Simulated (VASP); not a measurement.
Wanted: the native input for a VASP 6.6.1 run.

* Task: single point
* Functional: LDA
* Potentials or basis: VASP PAW LDA potentials, release 64 (B, N)
* Cutoff: 520 eV
* k mesh: 12 × 12 × 4
* Occupations: gaussian, width 0.05 eV
* Spin: no spin polarisation
* Dipole correction: no
* Further INCAR settings: ALGO = Normal; EDIFF = 1e-06; NBANDS = 16

The structure of BN lies in POSCAR:

```
BN
1.0
    2.6281444900      0.0000000000      0.0000000000
   -1.3140722450      2.2760398932      0.0000000000
    0.0000000000      0.0000000000      6.3813976362
B N
2 2
Direct
    0.3333333333      0.6666666667      0.2500000000
    0.6666666667      0.3333333333      0.7500000000
    0.3333333333      0.6666666667      0.7500000000
    0.6666666667      0.3333333333      0.2500000000
```

One way to write it, as run:

INCAR

```
SYSTEM = BN
PREC     = Accurate       ! precision mode
ENCUT    = 520            ! plane-wave cutoff, eV
EDIFF    = 1E-6           ! SCF threshold, eV
ISMEAR   = 0              ! smearing method
SIGMA    = 0.05           ! smearing width, eV
LREAL    = .False.        ! projectors in reciprocal space
LASPH    = .True.         ! aspherical terms in the spheres
NELM     = 100            ! most SCF steps
ALGO     = Normal         ! electronic algorithm
ISIF     = 2              ! what is computed and relaxed
LWAVE    = .False.        ! write WAVECAR
LCHARG   = .False.        ! write CHGCAR
GGA      = CA             ! functional
NBANDS   = 16             ! bands
```

KPOINTS

```
regular mesh
0
Gamma
  12 12 4
  0 0 0
```

Potentials or basis: VASP PAW LDA potentials, release 64 (B, N).

Command:

```bash
$ cat potpaw_LDA.64/B/POTCAR potpaw_LDA.64/N/POTCAR > POTCAR
$ mpirun -np 1 vasp_std > vasp.out
```

Results of the run:

```
Pressure               : -32.6 GPa
Band gap on the k mesh : 3.74 eV (least direct gap 4.01 eV)
```

Caveat: the cell stands under tension.

It took 16 s on 1 thread of Intel(R) Xeon(R) 6975P-C (Granite Rapids), with other jobs on the host, peak memory 0.14 GiB.
